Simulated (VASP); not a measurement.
# Zr (P6_3/mmc) in VASP: further runs, part 3 of 3

VASP 6.6.1. Earlier steps stand in the parts before.

## Step 5: Electric field gradients, PBEsol (zz strain of +1 %)

File INCAR:

```
SYSTEM = Zr
  PREC = Accurate
  ENCUT = 520
  EDIFF = 1E-8
  ISMEAR = -1
  SIGMA = 0.08
  LREAL = .False.
  LASPH = .True.
  NELM = 80
  ALGO = Normal
  ISIF = 2
  LWAVE = .False.
  LCHARG = .False.
  GGA = PS
  LEFG = .True.
  NBANDS = 19
```

File KPOINTS:

```
regular mesh
0
Gamma
  13 13 7
  0 0 0
```

File POSCAR:

```
Zr
1.0
    3.2319982225      0.0000000000      0.0000000000
   -1.6159991112      2.7989925656      0.0000000000
    0.0000000000      0.0000000000      5.1984700000
Zr
2
Direct
    0.3333333333      0.6666666667      0.2500000000
    0.6666666667      0.3333333333      0.7500000000
```

Potentials or basis: VASP PAW PBE potentials, release 64 (Zr_sv).

Launch:

```
$ cat potpaw_PBE.64/Zr_sv/POTCAR > POTCAR
$ mpirun -np 1 vasp_std > vasp.out
```

OUTCAR:

```text
SYSTEM = Zr
   PREC = Accurate
   ENCUT = 520
   EDIFF = 1E-8
   ISMEAR = -1
   LREAL = .False.
   LASPH = .True.
   NELM = 80
   ISIF = 2
   GGA = PS

 ion  position               nearest neighbor table
   1  0.333  0.667  0.250-   2 3.20   2 3.20   2 3.20   2 3.20   2 3.20   2 3.20
   2  0.667  0.333  0.750-   1 3.20   1 3.20   1 3.20   1 3.20   1 3.20   1 3.20

  LATTYP: Found a hexagonal cell.
 ALAT       =     3.2319982225
 C/A-ratio  =     1.6084383846

  Lattice vectors:

 A1 = (   3.2319982225,   0.0000000000,   0.0000000000)
 A2 = (  -1.6159991112,   2.7989925656,   0.0000000000)
 A3 = (   0.0000000000,   0.0000000000,   5.1984700000)

Analysis of symmetry for initial positions (statically):
=====================================================================
 Subroutine PRICEL returns:
 Original cell was already a primitive cell.

 Routine SETGRP: Setting up the symmetry group for a
 hexagonal supercell.

 Subroutine GETGRP returns: Found 24 space group operations
 (whereof 12 operations were pure point group operations)
 out of a pool of 24 trial point group operations.

The static configuration has the point symmetry D_3d.
 The point group associated with its full space group is D_6h.

Analysis of symmetry for dynamics (positions and initial velocities):
=====================================================================
 Subroutine PRICEL returns:
 Original cell was already a primitive cell.

 Routine SETGRP: Setting up the symmetry group for a
 hexagonal supercell.

 Subroutine GETGRP returns: Found 24 space group operations
 (whereof 12 operations were pure point group operations)
 out of a pool of 24 trial point group operations.

The dynamic configuration has the point symmetry D_3d.
 The point group associated with its full space group is D_6h.

 Subroutine INISYM returns: Found 24 space group operations
 (whereof 12 operations are pure point group operations),
 and found     1 'primitive' translations

----------------------------------------------------------------------------------------

                                     Primitive cell

  volume of cell :      47.0271

  direct lattice vectors                    reciprocal lattice vectors
     3.231998223  0.000000000  0.000000000     0.309406111  0.178635701  0.000000000
    -1.615999111  2.798992566  0.000000000     0.000000000  0.357271403  0.000000000
     0.000000000  0.000000000  5.198470000     0.000000000  0.000000000  0.192364292

  length of vectors
     3.231998223  3.231998222  5.198470000     0.357271403  0.357271403  0.192364292

  position of ions in fractional coordinates (direct lattice)
     0.333333333  0.666666667  0.250000000
     0.666666667  0.333333333  0.750000000

  ion indices of the primitive-cell ions
   primitive index   ion index
                 1           1
                 2           2

[... 75 lines left out ...]
   IBRION =     -1    ionic relax: 0-MD 1-quasi-New 2-CG
   NFREE  =      0    steps in history (QN), initial steepest desc. (CG)
   ISIF   =      2    stress and relaxation
   ISYM   =      2    0-nonsym 1-usesym 2-fastsym
   POTIM  = 0.5000    time-step for ionic-motion
   TEBEG  =    0.0;   TEEND  =   0.0 temperature during run
   PSTRESS=    0.0 pullay stress
   NELECT =      24.0000    total number of electrons
   NUPDOWN=      -1.0000    fix difference up-down
   EMIN   =  10.00;   EMAX   =-10.00  energy-range for DOS
   EFERMI =   0.00;   METHOD = LEGACY
   ISMEAR =    -1;   SIGMA  =   0.08  broadening in eV -4-tet -1-fermi 0-gaus
   EFERMI_NEDOS =   21; number of points for ismear=-14 and -15
   IALGO  =     38    algorithm
   IMIX   =      4    mixing-type and parameters
     AMIX     =   0.40;   BMIX     =  1.00
     AMIX_MAG =   1.60;   BMIX_MAG =  1.00
  volume/ion in A,a.u.               =      23.51       158.68
  Fermi-wavevector in a.u.,A,eV,Ry     =   1.308265  2.472263 23.287157  1.711558
  Thomas-Fermi vector in A             =   2.438944
   LORBIT       =      0    0 simple, 1 ext, 2 COOP (PROOUT), +10 PAW based schemes
   GGA     = PS    functional components
   LHFCALC =     F    Hartree Fock is set to
   AEXX    =    0.0000 exact exchange contribution
   IVDW    =     0    specifies the selected vdW correction
   LEPSILON=     F    determine dielectric tensor
   LRPA    =     F    only Hartree local field effects (RPA)
 non-spin polarized calculation
  energy-cutoff  :      520.00
  volume of cell :       47.03
 maximum number of plane-waves:      1288
   NGX = 13   NGY = 13   NGZ = 19

 number of electron      24.0000001 magnetization

 Free energy of the ion-electron system (eV)
  ---------------------------------------------------
  ext. energy  EPLUGINS =         0.00000000
  ---------------------------------------------------
  free energy    TOTEN  =       -18.15705486 eV

  energy without entropy =      -18.11139147  energy(sigma->0) =      -18.13422316

 E-fermi :   8.7396     XC(G=0): -11.1566

 val. band max:        8.7318811751   @ k =   0.1538   0.0000   0.1429
 cond. band min:       8.7525863739   @ k =   0.3077   0.2308   0.2857
 fundamental gap:      0.0207051988
 Fermi energy:         8.7395824547

 k-point     1 :       0.0000    0.0000    0.0000
  band No.  band energies     occupation
      1     -39.9950      2.00000
      2     -39.8508      2.00000
      3     -18.5196      2.00000
      4     -17.6705      2.00000
      5     -17.6705      2.00000
      6     -17.5529      2.00000
[... 505 lines left out ...]
      6     -17.7108      2.00000
[... 11 lines left out ...]
     18      11.0116      0.00000
     19      13.4612      0.00000

 [... further k-points ...]

------------------------ aborting loop because EDIFF is reached ----------------------------------------

  FORCE on cell =-STRESS in cart. coord.  units (eV):
  Direction    XX          YY          ZZ          XY          YZ          ZX
  --------------------------------------------------------------------------------------
  -------------------------------------------------------------------------------------
  Total       -1.1873362     -1.1873362     -1.2657804     -0.0000000     -0.0000000      0.0000000
  in kB      -40.4516179    -40.4516179    -43.1241514     -0.0000000     -0.0000000      0.0000000
  external PRESSURE =     -41.3424624 kB  Pullay stress =       0.0000000 kB

 VOLUME and BASIS-vectors are now :
 -----------------------------------------------------------------------------
  energy-cutoff  :      520.00
  volume of cell :       47.03
      direct lattice vectors                 reciprocal lattice vectors
     3.231998223  0.000000000  0.000000000     0.309406111  0.178635701  0.000000000
    -1.615999111  2.798992566  0.000000000     0.000000000  0.357271403  0.000000000
     0.000000000  0.000000000  5.198470000     0.000000000  0.000000000  0.192364292

 POSITION                                       TOTAL-FORCE (eV/Angst)
 -----------------------------------------------------------------------------------
     -0.00000      1.86600      1.29962        -0.000000      0.000000      0.000000
      1.61600      0.93300      3.89885         0.000000     -0.000000      0.000000
 -----------------------------------------------------------------------------------
    total drift:                               -0.000000      0.000000     -0.000000

  FREE ENERGIE OF THE ION-ELECTRON SYSTEM (eV)
  ---------------------------------------------------
  free  energy   TOTEN  =       -18.1570548583 eV

  energy  without entropy=      -18.1113914652  energy(sigma->0) =      -18.13422316

 Electric field gradients (V/A^2)
---------------------------------------------------------------------
 ion       V_xx      V_yy      V_zz      V_xy      V_xz      V_yz
---------------------------------------------------------------------
   1     -17.764   -17.764    35.527     0.000     0.000    -0.000
   2     -17.764   -17.764    35.527     0.000    -0.000     0.000
---------------------------------------------------------------------

 Electric field gradients after diagonalization (V/A^2)
 (convention: |V_zz| > |V_xx| > |V_yy|)
----------------------------------------------------------------------
 ion       V_xx      V_yy      V_zz     asymmetry (V_yy - V_xx)/ V_zz
----------------------------------------------------------------------
   1     -17.764   -17.764    35.527       0.000
   2     -17.764   -17.764    35.527       0.000
----------------------------------------------------------------------

           NMR quadrupolar parameters

 Cq : quadrupolar parameter    Cq=e*Q*V_zz/h
 eta: asymmetry parameters     (V_yy - V_xx)/ V_zz
 Q  : nuclear electric quadrupole moment in mb (millibarn)
----------------------------------------------------------------------
 ion       Cq(MHz)       eta       Q (mb)
----------------------------------------------------------------------
   1       0.086       0.000       1.000
   2       0.086       0.000       1.000
----------------------------------------------------------------------
```

Wall time 57 s (1 thread of Intel Xeon Platinum 8259CL at 2.50GHz (Skylake/Cascade Lake), shared host); peak memory 0.19 GiB.

Results:

```
Free energy                             : -18.1571 eV
Pressure                                : -4.1 GPa
Band gap on the k mesh                  : zero (bands 12 and 13 overlap by 1.10 eV)
Largest electric field gradient by atom : Zr +35.5 V/Å²
```

Levels at points of the mesh, in eV from the Fermi level:
```csv
k point,band 9,band 10,band 11,band 12,band 13,band 14,band 15,band 16
"(0.00, 0.00, 0.00)",-5.64,-3.01,0.89,0.89,0.94,1.09,1.55,1.55
```

Electric field gradients, principal values (V/Å²):
```csv
atom,least,middle,greatest (by size)
1 Zr,-17.764,-17.764,35.527
2 Zr,-17.764,-17.764,35.527
```

Caveat: the cell differs from its parent crystal (zz strain of +1 %); the cell stands under tension; without QUAD_EFG the Cq values of the log hold for a quadrupole moment of 1 mb, not for the nuclei; the PAW data sets were made with another functional, which shifts forces and pressure a little.

## Step 6: Single point, PBEsol

POSCAR, as its differences from that of step 5:

```diff
@@ -4,3 +4,3 @@
    -1.6159991112      2.7989925656      0.0000000000
-    0.0000000000      0.0000000000      5.1984700000
+    0.0000000000      0.0000000000      5.1470000000
 Zr
```

File INCAR.step1:

```
SYSTEM = Zr
PREC = Accurate ; ENCUT = 520
EDIFF = 1E-6 ; ISMEAR = -1
SIGMA = 0.08 ; LREAL = .FALSE.
LASPH = .TRUE. ; NELM = 80
ALGO = Normal ; ISIF = 2
LWAVE = .FALSE. ; LCHARG = .TRUE.
LMAXMIX = 4 ; GGA = PS
NBANDS = 19
```

File KPOINTS.step1:

```
Automatic mesh
0
G
  13 13 7
  0 0 0
```

File INCAR.step2:

```
SYSTEM = Zr
PREC = Accurate ; ENCUT = 520
EDIFF = 1E-6 ; ISMEAR = -5
SIGMA = 0.08 ; LREAL = .FALSE.
LASPH = .TRUE. ; NELM = 80
ALGO = Normal ; ISIF = 2
LWAVE = .FALSE. ; LCHARG = .FALSE.
LMAXMIX = 4 ; GGA = PS
LORBIT = 10 ; NEDOS = 1001
ICHARG = 11
```

File KPOINTS.step2:

```
Automatic mesh
0
G
  20 20 11
  0 0 0
```

Potentials or basis: VASP PAW PBE potentials, release 64 (Zr_sv).

Launch:

```
$ cat potpaw_PBE.64/Zr_sv/POTCAR > POTCAR
$ cp INCAR.step1 INCAR
$ cp KPOINTS.step1 KPOINTS
$ mpirun -np 1 vasp_std > vasp.out
$ cp INCAR.step2 INCAR
$ cp KPOINTS.step2 KPOINTS
$ mpirun -np 1 vasp_std > vasp.out
```

Run time: 99 s. Hardware: 1 thread of Intel Xeon Platinum 8259CL at 2.50GHz (Skylake/Cascade Lake), shared host; peak memory 0.28 GiB.

It converged, with:

| Quantity | Value |
| --- | --- |
| Valence electrons inside the program's atomic spheres | Zr 9.82 |

Levels at points of the mesh, in eV from the Fermi level:
```
           k point  band 10  band 11  band 12  band 13  band 14  band 15
(0.00, 0.00, 0.00)    -3.07     0.83     0.83     0.98     1.16     1.52
(0.50, 0.00, 0.00)    -2.55    -2.17    -0.24     0.49     0.75     1.43
```

Caveat: the PAW data sets were made with another functional, which shifts forces and pressure a little; tetrahedron occupations give inexact forces and stress in metals.

## Step 7: Overview

| task | cell | k mesh for the DOS | occupations for the DOS | gap on the mesh (eV) | pressure (GPa) |
| --- | --- | --- | --- | --- | --- |
| electric field gradients | a = 3.232, b = 3.232, c = 5.147 Å, angles 90.0, 90.0, 120.0°, 2 atoms | - | - | none | -3.2 |
| electric field gradients | a = 3.232, b = 3.232, c = 5.198 Å, angles 90.0, 90.0, 120.0°, 2 atoms | - | - | none | -4.1 |
| single point | a = 3.232, b = 3.232, c = 5.147 Å, angles 90.0, 90.0, 120.0°, 2 atoms | 20 × 20 × 11 | tetrahedron | - | - |

Alike in all rows: level PBEsol; potentials or basis VASP PAW PBE potentials, release 64 (Zr_sv); no spin polarisation; k mesh 13 × 13 × 7; cutoff (eV) 520; smearing fermi-dirac 0.08 eV.

Caveats: the PAW data sets were made with another functional, which shifts forces and pressure a little; the cell stands under tension (at least some runs); tetrahedron occupations give inexact forces and stress in metals (at least some runs).

Absolute energies hang on the potentials; compare differences alone.
